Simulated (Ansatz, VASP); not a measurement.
# SrO: VASP beside Ansatz

```xyz
10
Lattice="3.6221 0.0000 0.0000 0.0000 3.6221 0.0000 0.0000 0.0000 25.2448" Properties=species:S:1:pos:R:3 pbc="T T T"
Sr    1.8110    1.8110    7.5332
Sr    0.0000    0.0000   10.0584
Sr    1.8110    1.8110   12.6224
Sr    0.0000    0.0000   15.1863
Sr    1.8110    1.8110   17.7116
O     0.0000    0.0000    7.5931
O     1.8110    1.8110   10.0321
O     0.0000    0.0000   12.6224
O     1.8110    1.8110   15.2127
O     0.0000    0.0000   17.6516
```

Alike in both runs: functional PBEsol; k mesh 7 × 7 × 1; occupations gaussian, width 0.05 eV; no spin polarisation.

Ansatz relaxed the structure, and its values are those at the end. VASP's run is a single point on that final structure, the one shown.

```csv
,VASP,Ansatz
version,VASP 6.6.1,Ansatz 0.2.0
potentials or method,"VASP PAW PBE potentials, release 64 (Sr_sv, O), cutoff 520 eV","scalar-relativistic, plane waves, PAW"
valence electrons in the cell,80,80
```

|  | VASP | Ansatz | Ansatz less VASP |
| --- | --- | --- | --- |
| gap on the k mesh at the Fermi level (eV) | 2.60 | 2.62 | +0.021 |
| least direct gap on the mesh (eV) | 2.60 | 2.62 | +0.021 |
| rms of the force components (eV/Å) | 0.017 | 0.003 | -0.0136 |

VASP's potentials were made for PBE, not for PBEsol.
